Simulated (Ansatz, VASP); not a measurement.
C: VASP beside Ansatz

File POSCAR:

```
C
1.0
    2.4559134450      0.0000000000      0.0000000000
   -1.2279567225      2.1268834329      0.0000000000
    0.0000000000      0.0000000000      7.0106290262
C
4
Direct
    1.0000000000      1.0000000000      0.2500000000
    0.0000000000      0.0000000000      0.7500000000
    0.3333333333      0.6666666667      0.2500000000
    0.6666666667      0.3333333333      0.7500000000
```

File INCAR.step1:

```
  ALGO = Normal
  EDIFF = 1E-4
  ENCUT = 520
  GGA = PE
  ISMEAR = -1
  LASPH = T
  LCHARG = F
  LREAL = F
  LWAVE = T
  NBANDS = 16
  NELM = 100
  PREC = Accurate
  SIGMA = 0.05
```

The input INCAR.step2:

```
  ALGO = Normal
  EDIFF = 1E-6
  ENCUT = 520
  ISIF = 2
  ISMEAR = -1
  ISTART = 1
  LASPH = T
  LCHARG = F
  LMIXTAU = T
  LREAL = F
  LWAVE = F
  METAGGA = R2SCAN
  NBANDS = 16
  NELM = 100
  PREC = Accurate
  SIGMA = 0.05
```

The input KPOINTS:

```
k-points
0
Gamma
  4 4 1
```

Input for Ansatz:

```yaml
crystal:
  lattice:
    - [2.455913445, 0.0, 0.0]
    - [-1.2279567225, 2.1268834329, 0.0]
    - [0.0, 0.0, 7.0106290262]
  atoms:
    - { symbol: C, position: [1.0, 1.0, 0.25] }
    - { symbol: C, position: [0.0, 0.0, 0.75] }
    - { symbol: C, position: [0.3333333333, 0.6666666667, 0.25] }
    - { symbol: C, position: [0.6666666667, 0.3333333333, 0.75] }
hamiltonian:
  xc: r2scan
  pseudopotentials:
    kind: paw
    azcp:
      C: "pseudopotentials/C.paw.azcp"
basis:
  ecutwfc: 500
  fft_grid_basis: typed
kpoints:
  mp_grid: { grid: [4, 4, 1], shift: [0, 0, 0] }
magnetization:
  spin_polarized: false
scf:
  occupations: { method: fermi_dirac, width: 0.05 }
  lower_state_search: "off"
output:
  stress: true
  write_density: true
  write_potential: true
  elf: true
  volumetric_format: npy
```

Alike in both runs: task single point; functional r2SCAN; k mesh 4 × 4 × 1; occupations fermi-dirac, width 0.05 eV; no spin polarisation.

|  | VASP | Ansatz |
| --- | --- | --- |
| version | VASP 6.6.1 | Ansatz 0.2.0 |
| potentials or method | VASP PAW PBE potentials, release 64 (C), cutoff 520 eV | plane waves (500 eV) with PAW, scalar-relativistic |
| valence electrons in the cell | 16 | 16 |

```csv
,VASP,Ansatz,Ansatz less VASP
gap on the k mesh at the Fermi level (eV),3.89,3.89,0.000
pressure (GPa),0.8,0.1,-0.64
"traceless stress, the component that is largest in VASP (GPa)",1.82,2.60,+0.773
```

VASP's potentials were made for PBE, not for r2SCAN.

The k mesh is coarse, so the values compare programs but aren't converged.
